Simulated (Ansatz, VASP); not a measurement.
**Mg2C in VASP and in Ansatz**

```xyz
3
Lattice="0.0000 2.7109 2.7109 2.7109 0.0000 2.7109 2.7109 2.7109 0.0000" Properties=species:S:1:pos:R:3 pbc="T T T"
C     0.0000    0.0000    0.0000
Mg    1.3555    1.3555    1.3555
Mg    4.0664    4.0664    4.0664
```

Alike in both runs: task single point; functional LDA; k mesh 6 × 6 × 6; no spin polarisation.

|  | VASP | Ansatz |
| --- | --- | --- |
| version | VASP 6.6.1 | Ansatz 0.2.0 |
| potentials or method | VASP PAW LDA potentials, release 64 (C, Mg) | plane waves |
| plane-wave cutoff (eV) | 600 | 420 |
| occupations | gaussian, width 0.01 eV | fixed |
| valence electrons in the cell | 8 | 24 |

|  | VASP | Ansatz | Ansatz less VASP |
| --- | --- | --- | --- |
| gap on the k mesh at the Fermi level (eV) | 0.75 | 0.76 | +0.009 |
| pressure (GPa) | -4.1 | -3.5 | +0.67 |

LDA's correlation is that of Perdew and Zunger in VASP and of Perdew and Wang (1992) in Ansatz. VASP's potentials hold 8 valence electrons a cell and Ansatz's 24, so a difference there can come from the potentials and not from the codes.
